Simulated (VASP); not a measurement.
A run of VASP 6.6.1 is set up as follows.

Contents of INCAR:

```
ALGO = Normal
EDIFF = 1E-6
ENCUT = 520
GGA = PE
ISIF = 2
ISMEAR = -1
LASPH = True
LCHARG = True
LELF = True
LREAL = False
LVHAR = True
LWAVE = False
NBANDS = 14
NELM = 60
PREC = Accurate
SIGMA = 0.05
```

KPOINTS

```
k-points
0
Gamma
  13 13 13
```

File POSCAR:

```
F
1.0
    0.0000000000      1.8677606485      1.8677606485
    1.8677606485      0.0000000000      1.8677606485
    1.8677606485      1.8677606485      0.0000000000
F
2
Direct
   -0.1250000000     -0.1250000000     -0.1250000000
    0.1250000000      0.1250000000      0.1250000000
```

Potentials or basis: VASP PAW PBE potentials, release 64 (F).

Launch:

```sh
$ cat potpaw_PBE.64/F/POTCAR > POTCAR
$ mpirun -np 1 vasp_std > vasp.out
```

**Question.** Predict the band gap on the k mesh.

**Answer.** Zero (band 7 reaches 5.68 eV, above the bottom of band 8 at 2.12 eV).

**Question.** Estimate the pressure.

**Answer.** 218.9 GPa.
